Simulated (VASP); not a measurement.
Input of a VASP 6.6.1 run:

INCAR

```
SYSTEM = Be2Si3
PREC = Accurate ; ENCUT = 600
EDIFF = 1E-6 ; ISMEAR = 0
SIGMA = 0.1 ; LREAL = .False.
LASPH = .True. ; NELM = 60
ALGO = Normal ; ISIF = 3
LWAVE = .False. ; LCHARG = .False.
GGA = PE ; IBRION = 2
NSW = 90 ; EDIFFG = -0.04
```

KPOINTS

```
Automatic mesh
0
Gamma
  6 6 6
  0 0 0
```

Contents of POSCAR:

```
Be2Si3
1.0
    1.5576535051      0.8993116704      7.2205141244
   -1.5576535051      0.8993116704      7.2205141244
    0.0000000000     -1.7986233409      7.2205141244
Be Si
2 3
Direct
    0.4000000000      0.4000000000      0.4000000000
    0.6000000000      0.6000000000      0.6000000000
    0.0000000000      0.0000000000      0.0000000000
    0.2095000000      0.2095000000      0.2095000000
    0.7905000000      0.7905000000      0.7905000000
```

Potentials or basis: VASP PAW PBE potentials, release 64 (Be, Si).

The run is started by

```sh
$ cat potpaw_PBE.64/Be/POTCAR potpaw_PBE.64/Si/POTCAR > POTCAR
$ mpirun -np 1 vasp_std > vasp.out
```

Task: Estimate the space group after relaxing (to 0.05 Å).

Result: R-3m (No. 166).

Task: Estimate the relaxed volume.

Result: 12.85 Å³/atom.

Task: Predict the band gap on the k mesh.

Result: Zero (band 8 reaches 13.64 eV, above the bottom of band 9 at 5.53 eV).

Task: Estimate the relaxed cell.

Result: a = 8.685 Å, b = 8.685 Å, c = 8.685 Å, α = 19.57°, β = 19.57°, γ = 19.57°.

Step by step:
| step | energy change (eV) | largest force (eV/Å) | pressure (GPa) | volume (Å³) |
| --- | --- | --- | --- | --- |
| 1 | 0.0000 | 1.3839 | 10.14 | 60.69 |
| 2 | -0.3261 | 0.5467 | -2.09 | 67.68 |
| 3 | -0.3261 | 0.5508 | -2.04 | 67.64 |
| 4 | -0.3794 | 0.2392 | -0.76 | 66.69 |
| 5 | -0.4028 | 0.2074 | 0.96 | 65.69 |
| 6 | -0.4580 | 0.3345 | 0.52 | 65.81 |
| 7 | -0.6188 | 1.2785 | -0.58 | 65.89 |
| 8 | -0.2654 | 1.6332 | -2.82 | 64.79 |
| 9 | -0.6062 | 1.5786 | -1.26 | 65.74 |
| 10 | -0.6227 | 1.5300 | -0.84 | 65.83 |
| 11 | -0.6411 | 1.3904 | -1.28 | 65.83 |
| 12 | -0.6471 | 1.2638 | -1.67 | 65.81 |
| 13 | -0.6624 | 1.1630 | -1.58 | 65.69 |
| 14 | -0.7006 | 0.8708 | -1.28 | 65.32 |
| 15 | -0.7438 | 0.3263 | -0.48 | 64.59 |
| 16 | -0.7493 | 0.0734 | 0.02 | 64.23 |
| 17 | -0.7492 | 0.0523 | 0.06 | 64.20 |
| 18 | -0.7502 | 0.0264 | -0.04 | 64.21 |
| 19 | -0.7509 | 0.0232 | -0.23 | 64.25 |

Caveat: the k points lie up to 0.41 Å⁻¹ apart in the final cell.
